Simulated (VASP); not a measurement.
Write the native input for VASP 6.6.1 that does the following.

| Property | Result |
| --- | --- |
| Task | single point |
| Functional | PBEsol |
| Potentials or basis | VASP PAW PBE potentials, release 64 (Zr_sv, Ag) |
| Cutoff | 520 eV |
| k mesh | 5 × 5 × 5 |
| Occupations | methfessel-paxton, width 0.15 eV |
| Spin | no spin polarisation |
| Dipole correction | no |
| Further INCAR settings | ALGO = Normal; EDIFF = 1e-07; NBANDS = 32 |

The structure of Zr3Ag lies in POSCAR:

```
Zr3Ag
1.0
    4.4164950000      0.0000000000      0.0000000000
    0.0000000000      4.4164950000      0.0000000000
    0.0000000000      0.0000000000      4.4164950000
Zr Ag
3 1
Direct
    0.5000000000      0.5000000000      0.0000000000
   -0.0022642389      0.5000000000      0.5000000000
    0.5000000000      0.0000000000      0.5000000000
    0.0000000000      0.0000000000      0.0000000000
```

One way to write it, as run:

INCAR

```
ALGO = Normal
EDIFF = 1E-7
ENCUT = 520
GGA = PS
ISIF = 2
ISMEAR = 1
LASPH = T
LCHARG = T
LELF = T
LREAL = F
LVHAR = T
LWAVE = F
NBANDS = 32
NELM = 100
PREC = Accurate
SIGMA = 0.15
```

KPOINTS

```
k-points
0
Gamma
  5 5 5
```

Potentials or basis: VASP PAW PBE potentials, release 64 (Zr_sv, Ag).

Run with:

```console
$ cat potpaw_PBE.64/Zr_sv/POTCAR potpaw_PBE.64/Ag/POTCAR > POTCAR
$ mpirun -np 1 vasp_std > vasp.out
```

It gave:

| Property | Result |
| --- | --- |
| Pressure | -5.1 GPa |
| Largest force | 0.072 eV/Å |

Caveat: the PAW data sets were made with another functional, which shifts forces and pressure a little.

It took 68 s on 1 thread of Intel(R) Xeon(R) Platinum 8375C CPU @ 2.90GHz (Ice Lake), on a shared host, peak memory 0.22 GiB.
